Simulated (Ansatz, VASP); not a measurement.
Two plane-wave programs on Os

```
Os
1.0
     2.55723    0.00000    0.00000
     0.00000    2.55723    0.00000
     0.00000    0.00000    2.55571
Os
1
Direct
  0.00000 0.00000 0.50000
```

Alike in both runs: functional PBE; k mesh 20 × 20 × 22; occupations gaussian, width 0.1 eV; no spin polarisation.

Ansatz relaxed the structure, and its values are those at the end. VASP's run is a single point on that final structure, the one shown.

```csv
,VASP,Ansatz
version,VASP 6.6.1,Ansatz 0.2.0
potentials or method,"VASP PAW PBE potentials, release 64 (Os), cutoff 520 eV","scalar-relativistic, plane waves, PAW"
valence electrons in the cell,8,16
```

Ansatz gave:

| Item | Value |
| --- | --- |
| gap on the k mesh at the Fermi level (eV) | none |
| pressure (GPa) | 0.0 |

Question: Which values does VASP return?

Answer: gap on the k mesh at the Fermi level (eV): none; pressure (GPa): -0.3.

A gap of «none» marks a metal or a gap that the smearing closes. VASP's potentials hold 8 valence electrons a cell and Ansatz's 16, so a difference there can come from the potentials and not from the codes.

Neither program's run includes spin-orbit coupling.
